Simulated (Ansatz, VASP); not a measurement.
## MgO: VASP beside Ansatz

```
CELL_PARAMETERS angstrom
0.00000 2.10218 2.10218
2.10218 0.00000 2.10218
2.10218 2.10218 0.00000
ATOMIC_POSITIONS crystal
Mg 0.00000 0.00000 0.00000
O 0.50000 0.50000 0.50000
```

Alike in both runs: functional r2SCAN; k mesh 10 × 10 × 10; occupations gaussian, width 0.02 eV; no spin polarisation.

Ansatz relaxed the structure, and its values are those at the end. VASP's run is a single point on that final structure, the one shown.

|  | VASP | Ansatz |
| --- | --- | --- |
| version | VASP 6.6.1 | Ansatz 0.2.0 |
| potentials or method | VASP PAW PBE potentials, release 64 (Mg_sv, O), cutoff 750 eV | scalar-relativistic, plane waves, PAW |
| valence electrons in the cell | 16 | 16 |

```tsv
	VASP	Ansatz	Ansatz less VASP
gap on the k mesh at the Fermi level (eV)	5.70	5.68	-0.019
pressure (GPa)	0.0	0.0	+0.03
```

VASP's potentials were made for PBE, not for r2SCAN. With one functional, cell and mesh, what is left measures potentials, basis and numerics.
